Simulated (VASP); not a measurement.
# B: relaxation of cell and atoms with PBE

The system is B.

```
B
1.0
     1.65610    0.00000    0.00000
    -0.82805    1.43423    0.00000
     0.00000    0.00000    5.37515
B
2
Direct
  0.33333 0.66667 0.25000
  0.66667 0.33333 0.75000
```

```json
{"Program": "VASP 6.6.1", "Task": "relaxation of cell and atoms", "Functional": "PBE", "Potentials or basis": "VASP PAW PBE potentials, release 64 (B)", "Cutoff": "600 eV", "k mesh": "22 × 22 × 12", "Occupations": "fermi-dirac, width 0.1 eV", "Spin": "no spin polarisation", "Target pressure": "42 GPa", "Dipole correction": "no", "Further INCAR settings": "ALGO = Normal; EDIFF = 1e-07; IBRION = 2; EDIFFG = -0.005; NSW = 32; ISIF = 3"}
```

```json
{
  "Pressure after relaxing": "41.9 GPa",
  "Band gap on the k mesh": "zero (band 3 reaches 12.40 eV, above the bottom of band 4 at 0.83 eV)"
}
```

Final structure:
```xyz
2
Lattice="1.6561 0.0000 0.0000 -0.8281 1.4342 0.0000 0.0000 0.0000 5.3751" Properties=species:S:1:pos:R:3 pbc="T T T"
B     0.0000    0.9562    1.3438
B     0.8281    0.4781    4.0314
```

Levels at points of the mesh, in eV from the Fermi level:
```csv
k point,band 1,band 2,band 3,band 4,band 5,band 6,band 7
"(0.00, 0.00, 0.00)",-18.87,-16.71,-11.32,-4.30,5.76,20.42,26.90
"(0.50, 0.00, 0.00)",-9.55,-9.18,1.13,2.45,4.38,6.24,13.10
"(0.00, 0.00, 0.50)",-18.03,-18.03,-8.17,-8.17,11.98,11.98,26.94
"(0.50, 0.00, 0.50)",-9.37,-9.37,1.46,1.46,6.04,6.04,13.29
```

Run time: 12 s on 1 thread of Intel(R) Xeon(R) 6975P-C (Granite Rapids), with other jobs on the host, peak memory 0.14 GiB.

Caveat: the relaxation stopped at its first step, so nothing moved; the cell is relaxed towards a set pressure, so the enthalpy falls and the energy may rise.
